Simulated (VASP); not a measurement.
**ScAl: single point with PBEsol**

ScAl:

```xyz
2
Lattice="3.3703 0.0000 0.0000 0.0000 3.3703 0.0000 0.0000 0.0000 3.3703" Properties=species:S:1:pos:R:3 pbc="T T T"
Sc    1.6852    1.6852    1.6852
Al    0.0000    0.0000    0.0000
```

| Item | Value |
| --- | --- |
| Program | VASP 6.6.1 |
| Task | single point |
| Functional | PBEsol |
| Potentials or basis | VASP PAW PBE potentials, release 64 (Sc_sv, Al) |
| Cutoff | 520 eV |
| k mesh | 8 × 8 × 8 |
| Occupations | gaussian, width 0.1 eV |
| Spin | no spin polarisation |
| Dipole correction | no |
| Further INCAR settings | ALGO = Fast; EDIFF = 1e-07; NBANDS = 14 |

```
Pressure               : -1.7 GPa
Band gap on the k mesh : zero (band 7 reaches 6.30 eV, above the bottom of band 8 at 5.13 eV)
```

Levels at points of the mesh, in eV from the Fermi level:
```csv
k point,band 4,band 5,band 6,band 7,band 8,band 9,band 10,band 11
"(0.00, 0.00, 0.00)",-27.89,-8.46,-0.67,-0.67,2.72,2.72,2.72,3.74
"(0.50, 0.00, 0.00)",-27.88,-5.66,-4.56,0.27,0.78,0.78,2.95,3.82
"(0.50, 0.50, 0.00)",-27.86,-4.70,-1.85,-1.85,-0.84,1.53,1.53,3.70
"(0.50, 0.50, 0.50)",-28.03,-2.54,-2.54,-2.54,-0.45,2.90,2.90,2.90
```

Run time: 40 s on 1 thread of Intel Xeon 8259CL, on a shared host, peak memory 0.16 GiB.

Caveat: the PAW data sets were made with another functional, which shifts forces and pressure a little.
